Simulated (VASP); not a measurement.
Write the native input for VASP 6.6.1 that does the following.

* Task: single point
* Functional: revPBE
* Dispersion: D4
* Potentials or basis: VASP PAW PBE potentials, release 64 (Bi_d, Se)
* Cutoff: 520 eV
* k mesh: 8 × 8 × 8
* Occupations: fermi-dirac, width 0.05 eV
* Spin: no spin polarisation
* Dipole correction: no
* Further INCAR settings: ALGO = Normal; EDIFF = 1e-07; NBANDS = 32

The structure of Bi2Se3 lies in POSCAR:

```
Bi2Se3
1.0
    2.0643323390      1.1918428316      9.3939727908
   -2.0643323390      1.1918428316      9.3939727908
    0.0000000000     -2.3836856632      9.3939727908
Bi Se
2 3
Direct
    0.5985753284      0.5985753284      0.5985753284
    0.4014246716      0.4014246716      0.4014246716
    0.7906451694      0.7906451694      0.7906451694
    0.2093548306      0.2093548306      0.2093548306
    0.0000000000      0.0000000000      0.0000000000
```

The input as run:

INCAR

```
SYSTEM = Bi2Se3
PREC     = Accurate       ! precision mode
ENCUT    = 520            ! plane-wave cutoff, eV
EDIFF    = 1E-7           ! SCF threshold, eV
ISMEAR   = -1             ! smearing method
SIGMA    = 0.05           ! smearing width, eV
LREAL    = .FALSE.        ! projectors in reciprocal space
LASPH    = .TRUE.         ! aspherical terms in the spheres
NELM     = 60             ! most SCF steps
ALGO     = Normal         ! electronic algorithm
ISIF     = 2              ! what is computed and relaxed
LWAVE    = .FALSE.        ! write WAVECAR
LCHARG   = .FALSE.        ! write CHGCAR
GGA      = RE             ! functional
IVDW     = 13             ! dispersion correction
NBANDS   = 32             ! bands
```

KPOINTS

```
regular mesh
0
G
  8 8 8
  0 0 0
```

Potentials or basis: VASP PAW PBE potentials, release 64 (Bi_d, Se).

Launch:

```console
$ cat potpaw_PBE.64/Bi_d/POTCAR potpaw_PBE.64/Se/POTCAR > POTCAR
$ mpirun -np 1 vasp_std > vasp.out
```

It gave:

| Item | Value |
| --- | --- |
| Pressure | 0.0 GPa |
| Largest force | 0.015 eV/Å |
| Band gap on the k mesh | 0.17 eV |
| Dispersion energy per atom | -0.730 eV |

Caveat: the PAW data sets were made with another functional, which shifts forces and pressure a little; spin-orbit coupling is left out, which moves the levels of the heavy elements.

Wall time 14 min on 1 thread of Intel(R) Xeon(R) Platinum 8488C (Sapphire Rapids), on a shared host, peak memory 0.83 GiB.
